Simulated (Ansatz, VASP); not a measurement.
**Ti2C in VASP and in Ansatz**

INCAR

```
PREC     = Accurate       # precision mode
ENCUT    = 520            # plane-wave cutoff, eV
EDIFF    = 1E-6           # SCF threshold, eV
ISMEAR   = 0              # smearing method
SIGMA    = 0.1            # smearing width, eV
LREAL    = F              # projectors in reciprocal space
LASPH    = T              # aspherical terms in the spheres
NELM     = 100            # most SCF steps
ALGO     = Normal         # electronic algorithm
ISIF     = 2              # what is computed and relaxed
LWAVE    = F              # write WAVECAR
LCHARG   = F              # write CHGCAR
GGA      = PS             # functional
NBANDS   = 21             # bands
```

File KPOINTS:

```
Automatic mesh
0
Gamma
  12 12 12
```

File POSCAR:

```
Ti2C
1.0
    1.5406981810      0.8895225095      4.8137698526
   -1.5406981810      0.8895225095      4.8137698526
    0.0000000000     -1.7790450190      4.8137698526
Ti C
2 1
Direct
    0.2454978300      0.2454978300      0.2454978300
    0.7545021700      0.7545021700      0.7545021700
    0.5000000000      0.5000000000      0.5000000000
```

Input for Ansatz:

```yaml
crystal:
  lattice:
    - [1.540698181, 0.8895225095, 4.8137698526]
    - [-1.540698181, 0.8895225095, 4.8137698526]
    - [0.0, -1.779045019, 4.8137698526]
  atoms:
    - { symbol: Ti, position: [0.24549783, 0.24549783, 0.24549783] }
    - { symbol: Ti, position: [0.75450217, 0.75450217, 0.75450217] }
    - { symbol: C, position: [0.5, 0.5, 0.5] }
basis:
  ecutwfc: 420
kpoints:
  mp_grid: { grid: [12, 12, 12] }
hamiltonian:
  xc: pbesol
scf:
  occupations: { method: gaussian, width: 0.1 }
output:
  forces: true
  stress: true
  eigenvalues: true
```

Alike in both runs: task single point; functional PBEsol; k mesh 12 × 12 × 12; occupations gaussian, width 0.1 eV; no spin polarisation.

|  | VASP | Ansatz |
| --- | --- | --- |
| version | VASP 6.6.1 | Ansatz 0.2.0 |
| potentials or method | VASP PAW PBE potentials, release 64 (Ti_sv, C), cutoff 520 eV | scalar-relativistic, plane waves, PAW |
| valence electrons in the cell | 28 | 28 |

|  | VASP | Ansatz | Ansatz less VASP |
| --- | --- | --- | --- |
| gap on the k mesh at the Fermi level (eV) | none | none | - |
| pressure (GPa) | -4.5 | -4.7 | -0.15 |
| traceless stress, the component that is largest in VASP (GPa) | 0.36 | 0.38 | +0.023 |
| rms of the force components (eV/Å) | 0.084 | 0.095 | +0.0114 |

VASP's potentials were made for PBE, not for PBEsol. Atom by atom the forces differ by 0.011 eV/Å (rms over components). A gap of «none» marks a metal or a gap that the smearing closes. With one functional, cell and mesh, what is left measures potentials, basis and numerics.
